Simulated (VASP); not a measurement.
Set up this calculation in VASP 6.6.1, as the native input.

```
Task                   : single point
Functional             : PBE
Potentials or basis    : VASP PAW PBE potentials, release 64 (Li_sv, F)
Cutoff                 : 750 eV
k mesh                 : 10 × 10 × 10
Occupations            : gaussian, width 0.02 eV
Spin                   : no spin polarisation
Dipole correction      : no
Further INCAR settings : ALGO = Normal; EDIFF = 1e-06; NBANDS = 12
```

The structure of LiF lies in POSCAR:

```
LiF
1.0
    0.0000000000      2.2317389608      2.2317389608
    2.2317389608      0.0000000000      2.2317389608
    2.2317389608      2.2317389608      0.0000000000
Li F
1 1
Direct
    0.0000000000      0.0000000000      0.0000000000
    0.5000000000      0.5000000000      0.5000000000
```

This cell differs from its parent crystal: Cl replaced by F, lengths x 0.883, strained.

The input as run:

INCAR

```
SYSTEM = LiF
PREC = Accurate
ENCUT = 750
EDIFF = 1E-6
ISMEAR = 0
SIGMA = 0.02
LREAL = .False.
LASPH = .True.
NELM = 120
ALGO = Normal
ISIF = 2
LWAVE = .False.
LCHARG = .True.
GGA = PE
LELF = .True.
LVHAR = .True.
NBANDS = 12
GGA_COMPAT = .False.
```

KPOINTS

```
regular mesh
0
Gamma
  10 10 10
  0 0 0
```

Potentials or basis: VASP PAW PBE potentials, release 64 (Li_sv, F).

Run with:

```bash
$ cat potpaw_PBE.64/Li_sv/POTCAR potpaw_PBE.64/F/POTCAR > POTCAR
$ mpirun -np 1 vasp_std > vasp.out
```

Results of the run:

The pressure is -11.0 GPa and the band gap on the k mesh is 6.82 eV.

Caveat: the cell differs from its parent crystal (Cl replaced by F, lengths x 0.883, strained); the cell stands under tension.

Wall time 25 s on 1 thread of Intel Xeon 8259CL, with other jobs on the host, peak memory 0.16 GiB.
